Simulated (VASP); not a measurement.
Crystal: Ba2SnC6.

```
CELL_PARAMETERS angstrom
4.90199 0.00000 0.00000
0.00000 4.90199 0.00000
0.00000 0.00000 7.58728
ATOMIC_POSITIONS crystal
Ba 0.00000 0.50000 0.50000
Ba 0.50000 0.00000 0.50000
Sn 0.50000 0.50000 0.00000
C 0.00000 0.50000 0.79068
C 0.50000 0.00000 0.79068
C 0.00000 0.50000 0.20932
C 0.50000 0.00000 0.20932
C 0.50000 0.50000 0.80303
C 0.50000 0.50000 0.19697
```

The cell was built from a structure type or drawn by symmetry, and may not be a known phase.

```yaml
Program: VASP 6.6.1
Task: relaxation of cell and atoms
Functional: PBE
Potentials_or_basis: VASP PAW PBE potentials, release 64 (Ba_sv, Sn_d, C)
Cutoff: 600 eV
k_mesh: 4 × 4 × 2
Occupations: gaussian, width 0.1 eV
Spin: no spin polarisation
```

At the start: pressure 28.9 GPa; volume 20.26 Å³/atom.

Problem. Where does the relaxation end?

Solution. Over 20 steps the energy falls by 1758.9 meV/atom and the volume is 17.26 Å³/atom (-14.8 %); space group P4/mmm (No. 123, to 0.1 Å) before and after.

Step by step:
```
step  energy change (eV)  largest force (eV/Å)  pressure (GPa)  volume (Å³)
   1              0.0000               34.0353           28.87       182.32
   2             -5.0711                0.5010           -4.51       272.76
   3             -5.6611                0.4095           -5.09       266.88
   4             -6.2181                0.2790           -5.71       261.36
   5            -11.0363                1.7399           -8.00       222.94
   6            -12.9999                1.6245           -6.50       202.91
   7            -13.3271                1.3363           -3.15       192.68
   8            -13.3356                1.3589           -3.92       194.47
   9            -14.5068                1.1383           -4.93       182.95
  10            -15.0389                0.9196            1.44       148.20
  11            -15.5324                1.0812           -3.92       163.61
  12            -15.5438                1.0617           -3.52       161.95
  13            -15.7418                0.4829            2.88       148.82
  14            -15.7553                0.6463            1.44       151.25
  15            -15.8177                0.1256            0.74       153.39
  16            -15.8191                0.1450            0.67       153.75
  17            -15.8246                0.0855           -0.35       155.67
  18            -15.8248                0.0935           -0.20       155.41
  19            -15.8277                0.0661           -0.14       155.38
  20            -15.8305                0.0066            0.02       155.31
```

Final structure:
```yaml
crystal:
  lattice:
    - [4.30713, 0.00000, 0.00000]
    - [0.00000, 4.30713, 0.00000]
    - [0.00000, 0.00000, 8.37182]
  atoms:
    - { symbol: Ba, position: [0.00000, 0.50000, 0.50000] }
    - { symbol: Ba, position: [0.50000, 0.00000, 0.50000] }
    - { symbol: Sn, position: [0.50000, 0.50000, 0.00000] }
    - { symbol: C, position: [0.00000, 0.50000, 0.81910] }
    - { symbol: C, position: [0.50000, 0.00000, 0.81910] }
    - { symbol: C, position: [0.00000, 0.50000, 0.18090] }
    - { symbol: C, position: [0.50000, 0.00000, 0.18090] }
    - { symbol: C, position: [0.50000, 0.50000, 0.74462] }
    - { symbol: C, position: [0.50000, 0.50000, 0.25538] }
```

Caveat: the k points lie up to 0.38 Å⁻¹ apart in the final cell, too coarse for converged energies and pressures of a metal.
